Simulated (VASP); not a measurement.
# Ti (Fmmm) in VASP: notebook, part 3 of 3

VASP 6.6.1. The steps go on from the part before.

**4. Single point, PBE (engineering shear strain xy -0.2200, normal strain along z +0.0000)**

INCAR reads:

```
  ALGO = Fast
  EDIFF = 1E-6
  ENCUT = 520
  GGA = PE
  ISIF = 2
  ISMEAR = 0
  LASPH = T
  LCHARG = T
  LELF = T
  LREAL = F
  LVHAR = T
  LWAVE = F
  NBANDS = 12
  NELM = 80
  PREC = Accurate
  SIGMA = 0.15
```

KPOINTS reads:

```
k-points
0
Gamma
  20 20 20
```

POSCAR reads:

```
Ti
1.0
   -1.8066566543      1.8066566543      1.6276186075
    1.8066566543     -1.8066566543      1.6276186075
    1.4485805607      1.4485805607     -1.6276186075
Ti
1
Direct
    0.0000000000      0.0000000000      0.0000000000
```

Potentials or basis: VASP PAW PBE potentials, release 64 (Ti_sv).

Run with:

```bash
> cat potpaw_PBE.64/Ti_sv/POTCAR > POTCAR
> mpirun -np 1 vasp_std > vasp.out
```

OUTCAR:

```text
EDIFF = 1E-6
   ENCUT = 520
   GGA = PE
   ISIF = 2
   ISMEAR = 0
   LASPH = T
   LREAL = F
   NELM = 80
   PREC = Accurate

 ion  position               nearest neighbor table
   1  0.000  0.000  0.000-

  LATTYP: Found a face centered orthorhombic cell.
 ALAT       =     3.2552372150
 B/A-ratio  =     1.2586500705
 C/A-ratio  =     1.5697770542

  Lattice vectors:

 A1 = (  -0.3580760936,   3.2552372150,   0.0000000000)
 A2 = (  -1.8066566543,   1.8066566543,   1.6276186075)
 A3 = (   1.4485805607,   1.4485805607,   1.6276186075)

Analysis of symmetry for initial positions (statically):
=====================================================================
 Subroutine PRICEL returns:
 Original cell was already a primitive cell.

 Routine SETGRP: Setting up the symmetry group for a
 face centered orthorhombic supercell.

 Subroutine GETGRP returns: Found  8 space group operations
 (whereof  8 operations were pure point group operations)
 out of a pool of  8 trial point group operations.

The static configuration has the point symmetry D_2h.

Analysis of symmetry for dynamics (positions and initial velocities):
=====================================================================
 Subroutine PRICEL returns:
 Original cell was already a primitive cell.

 Routine SETGRP: Setting up the symmetry group for a
 face centered orthorhombic supercell.

 Subroutine GETGRP returns: Found  8 space group operations
 (whereof  8 operations were pure point group operations)
 out of a pool of  8 trial point group operations.

The dynamic configuration has the point symmetry D_2h.

 Subroutine INISYM returns: Found  8 space group operations
 (whereof  8 operations are pure point group operations),
 and found     1 'primitive' translations

----------------------------------------------------------------------------------------
[... 111 lines left out ...]
     AMIX_MAG =   1.60;   BMIX_MAG =  1.00
  volume/ion in A,a.u.               =      17.04       114.98
  Fermi-wavevector in a.u.,A,eV,Ry     =   1.456548  2.752477 28.865215  2.121533
  Thomas-Fermi vector in A             =   2.573454
   LORBIT       =      0    0 simple, 1 ext, 2 COOP (PROOUT), +10 PAW based schemes
   GGA     = PE    functional components
   LHFCALC =     F    Hartree Fock is set to
   AEXX    =    0.0000 exact exchange contribution
   IVDW    =     0    specifies the selected vdW correction
   LEPSILON=     F    determine dielectric tensor
   LRPA    =     F    only Hartree local field effects (RPA)
 non-spin polarized calculation
 RMM-DIIS sequential band-by-band and
 Gauss-broadening in eV      SIGMA  =   0.15
  energy-cutoff  :      520.00
  volume of cell :       17.04
 maximum number of plane-waves:       480
   NGX = 11   NGY = 11   NGZ =  9

 number of electron      11.9999999 magnetization

 Free energy of the ion-electron system (eV)
  ---------------------------------------------------
  ext. energy  EPLUGINS =         0.00000000
  ---------------------------------------------------
  free energy    TOTEN  =        -7.65218241 eV

  energy without entropy =       -7.62918894  energy(sigma->0) =       -7.64068568

 E-fermi :   8.2618     XC(G=0): -11.5560

 val. band max:        8.2616209447   @ k =  -0.1000   0.2500   0.0500
 cond. band min:       8.2623211303   @ k =  -0.4000   0.0500   0.1500
 fundamental gap:      0.0007001855
 Fermi energy:         8.2618236377

 k-point     1 :       0.0000    0.0000    0.0000
  band No.  band energies     occupation
      1     -48.1981      2.00000
      2     -24.1594      2.00000
      3     -23.9506      2.00000
      4     -23.8232      2.00000
      5       2.3392      2.00000
      6       8.1722      1.60171
      7       8.6895      0.00006
      8      10.3676      0.00000
      9      11.2684      0.00000
     10      11.7864      0.00000
     11      23.3323      0.00000
     12      26.1954      0.00000
[... 331 lines left out ...]
 k-point    24 :      -0.3500    0.0500   -0.0000
  band No.  band energies     occupation
      1     -48.0784      2.00000
      2     -24.5596      2.00000
      3     -24.2359      2.00000
      4     -23.8810      2.00000
      5       5.1324      2.00000
      6       7.9852      1.99089
      7       8.6735      0.00010
      8      11.1429      0.00000
      9      11.1769      0.00000
     10      11.7162      0.00000
     11      20.3955      0.00000
     12      21.6054      0.00000

 [... further k-points ...]
[... 5 lines left out ...]
  --------------------------------------------------------------------------------------
  -------------------------------------------------------------------------------------
  Total       -0.0509261     -0.0509261      0.3174193      0.6731929      0.0000000      0.0000000
  in kB       -4.7887250     -4.7887250     29.8478450     63.3022611      0.0000000      0.0000000
  external PRESSURE =       6.7567984 kB  Pullay stress =       0.0000000 kB

 VOLUME and BASIS-vectors are now :
 -----------------------------------------------------------------------------
  energy-cutoff  :      520.00
  volume of cell :       17.04
      direct lattice vectors                 reciprocal lattice vectors
    -1.806656654  1.806656654  1.627618608     0.034205588  0.310959889  0.307197274
     1.806656654 -1.806656654  1.627618608     0.310959889  0.034205588  0.307197274
     1.448580561  1.448580561 -1.627618608     0.345165477  0.345165477  0.000000000

 POSITION                                       TOTAL-FORCE (eV/Angst)
 -----------------------------------------------------------------------------------
      0.00000      0.00000      0.00000         0.000000      0.000000      0.000000
 -----------------------------------------------------------------------------------
    total drift:                                0.000000      0.000000     -0.000000

  FREE ENERGIE OF THE ION-ELECTRON SYSTEM (eV)
  ---------------------------------------------------
  free  energy   TOTEN  =        -7.6521824104 eV

  energy  without entropy=       -7.6291889437  energy(sigma->0) =       -7.64068568
```

OSZICAR:

```text
N       E                     dE             d eps       ncg     rms          rms(c)
DAV:   1     0.877276866609E+02    0.87728E+02   -0.65537E+03 28132   0.121E+03
DAV:   2    -0.415379231971E+01   -0.91881E+02   -0.89419E+02 28640   0.298E+02
DAV:   3    -0.844037987402E+01   -0.42866E+01   -0.42260E+01 38440   0.655E+01
[... 12 lines left out ...]
RMM:  16    -0.765217543025E+01   -0.77300E-05   -0.65845E-05 39717   0.604E-02    0.488E-03
RMM:  17    -0.765217880234E+01   -0.33721E-05   -0.32657E-05 34197   0.340E-02    0.567E-03
RMM:  18    -0.765218066084E+01   -0.18585E-05   -0.18156E-05 30284   0.196E-02    0.773E-04
RMM:  19    -0.765218182100E+01   -0.11602E-05   -0.11140E-05 26053   0.132E-02    0.186E-03
RMM:  20    -0.765218241043E+01   -0.58942E-06   -0.52610E-06 24163   0.991E-03
   1 F= -.76521824E+01 E0= -.76406857E+01  d E =-.229935E-01
```

Wall time 3.7 min (1 thread of Intel Xeon 6975P-C, shared host); peak memory 0.34 GiB.

What came out:

```yaml
Free_energy: -7.6522 eV
Pressure: 0.7 GPa
Band_gap_on_the_k_mesh: zero (band 6 reaches 9.46 eV, above the bottom of band 7 at 7.60 eV)
```

Caveat: the cell differs from its parent crystal (engineering shear strain xy -0.2200, normal strain along z +0.0000).

**5. Single point, PBE (engineering shear strain xy -0.1467, normal strain along z +0.0000)**

INCAR reads:

```
PREC = Accurate
ENCUT = 520
EDIFF = 1E-7
ISMEAR = 0
SIGMA = 0.15
LREAL = F
LASPH = T
NELM = 60
ALGO = Fast
ISIF = 2
LWAVE = F
LCHARG = F
GGA = PE
NBANDS = 12
```

KPOINTS reads:

```
regular mesh
0
Gamma
  20 20 20
```

POSCAR reads:

```
Ti
1.0
   -1.7470044324      1.7470044324      1.6276186075
    1.7470044324     -1.7470044324      1.6276186075
    1.5082327826      1.5082327826     -1.6276186075
Ti
1
Direct
    0.0000000000      0.0000000000      0.0000000000
```

Potentials or basis: VASP PAW PBE potentials, release 64 (Ti_sv).

Run with:

```bash
> cat potpaw_PBE.64/Ti_sv/POTCAR > POTCAR
> mpirun -np 1 vasp_std > vasp.out
```

OUTCAR:

```text
PREC = Accurate
   ENCUT = 520
   EDIFF = 1E-7
   ISMEAR = 0
   LREAL = F
   LASPH = T
   NELM = 60
   ISIF = 2
   GGA = PE

 ion  position               nearest neighbor table
   1  0.000  0.000  0.000-

  LATTYP: Found a face centered orthorhombic cell.
 ALAT       =     3.2552372150
 B/A-ratio  =     1.3104809975
 C/A-ratio  =     1.5179461272

  Lattice vectors:

 A1 = (  -0.2387716498,   3.2552372150,   0.0000000000)
 A2 = (  -1.7470044324,   1.7470044324,   1.6276186075)
 A3 = (   1.5082327826,   1.5082327826,   1.6276186075)

Analysis of symmetry for initial positions (statically):
=====================================================================
 Subroutine PRICEL returns:
 Original cell was already a primitive cell.

 Routine SETGRP: Setting up the symmetry group for a
 face centered orthorhombic supercell.

 Subroutine GETGRP returns: Found  8 space group operations
 (whereof  8 operations were pure point group operations)
 out of a pool of  8 trial point group operations.

The static configuration has the point symmetry D_2h.

[... 161 lines left out ...]

 val. band max:        8.1989615012   @ k =  -0.4500   0.4000   0.0000
 cond. band min:       8.1993242972   @ k =  -0.2500  -0.4000   0.0500
 fundamental gap:      0.0003627960
 Fermi energy:         8.1991327752

 k-point     1 :       0.0000    0.0000    0.0000
  band No.  band energies     occupation
      1     -48.2946      2.00000
      2     -24.2213      2.00000
      3     -24.1054      2.00000
      4     -24.0121      2.00000
      5       2.2562      2.00000
      6       8.4623      0.01308
      7       8.9034      0.00000
      8       9.9327      0.00000
      9      11.0759      0.00000
     10      11.3368      0.00000
     11      24.1079      0.00000
     12      25.8757      0.00000
[... 331 lines left out ...]
 k-point    24 :      -0.3500    0.0500    0.0000
  band No.  band energies     occupation
      1     -48.1883      2.00000
      2     -24.6429      2.00000
      3     -24.3234      2.00000
      4     -24.0696      2.00000
      5       5.0523      2.00000
      6       8.0245      1.90039
      7       8.5413      0.00125
      8      10.9411      0.00000
      9      11.1550      0.00000
     10      11.5273      0.00000
     11      20.1881      0.00000
     12      22.0619      0.00000

 [... further k-points ...]
[... 5 lines left out ...]
  --------------------------------------------------------------------------------------
  -------------------------------------------------------------------------------------
  Total       -0.0222935     -0.0222935      0.1365851      0.5138794      0.0000000     -0.0000000
  in kB       -2.0821584     -2.0821584     12.7567154     47.9950877      0.0000000     -0.0000000
  external PRESSURE =       2.8641329 kB  Pullay stress =       0.0000000 kB

 VOLUME and BASIS-vectors are now :
 -----------------------------------------------------------------------------
  energy-cutoff  :      520.00
  volume of cell :       17.15
      direct lattice vectors                 reciprocal lattice vectors
    -1.747004432  1.747004432  1.627618608     0.022654808  0.308859005  0.307197274
     1.747004432 -1.747004432  1.627618608     0.308859005  0.022654808  0.307197274
     1.508232783  1.508232783 -1.627618608     0.331513813  0.331513813  0.000000000

 POSITION                                       TOTAL-FORCE (eV/Angst)
 -----------------------------------------------------------------------------------
      0.00000      0.00000      0.00000        -0.000000      0.000000      0.000000
 -----------------------------------------------------------------------------------
    total drift:                                0.000000      0.000000     -0.000000

  FREE ENERGIE OF THE ION-ELECTRON SYSTEM (eV)
  ---------------------------------------------------
  free  energy   TOTEN  =        -7.6961154215 eV

  energy  without entropy=       -7.6709455631  energy(sigma->0) =       -7.68353049
```

Wall time 5.6 min (1 thread of Intel Xeon 6975P-C, shared host); peak memory 0.34 GiB.

Results:

| Item | Value |
| --- | --- |
| Free energy | -7.6961 eV |
| Pressure | 0.3 GPa |
| Band gap on the k mesh | zero (band 6 reaches 9.23 eV, above the bottom of band 7 at 7.59 eV) |

Caveat: the cell differs from its parent crystal (engineering shear strain xy -0.1467, normal strain along z +0.0000).

**6. Overview**

| cell | further INCAR settings | gap on the mesh (eV) | pressure (GPa) |
| --- | --- | --- | --- |
| a = 2.915, b = 2.915, c = 2.634 Å, angles 108.1, 108.1, 115.9°, 1 atom | ALGO = Fast; EDIFF = 1e-07; NBANDS = 12 | none | 6.2 |
| a = 2.843, b = 2.843, c = 2.703 Å, angles 108.1, 108.1, 114.1°, 1 atom | ALGO = Fast; EDIFF = 1e-06; NBANDS = 12 | none | 5.9 |
| a = 3.029, b = 3.029, c = 2.616 Å, angles 109.5, 109.5, 115.0°, 1 atom | ALGO = Fast; EDIFF = 1e-06; NBANDS = 12 | none | 0.7 |
| a = 2.959, b = 2.959, c = 2.683 Å, angles 109.5, 109.5, 113.2°, 1 atom | ALGO = Fast; EDIFF = 1e-07; NBANDS = 12 | none | 0.3 |

Alike in all rows: task single point; level PBE; potentials or basis VASP PAW PBE potentials, release 64 (Ti_sv); no spin polarisation; k mesh 20 × 20 × 20; cutoff (eV) 520; smearing gaussian 0.15 eV.

Total energies depend on the potentials used, so only differences within one code and one set of settings carry meaning.
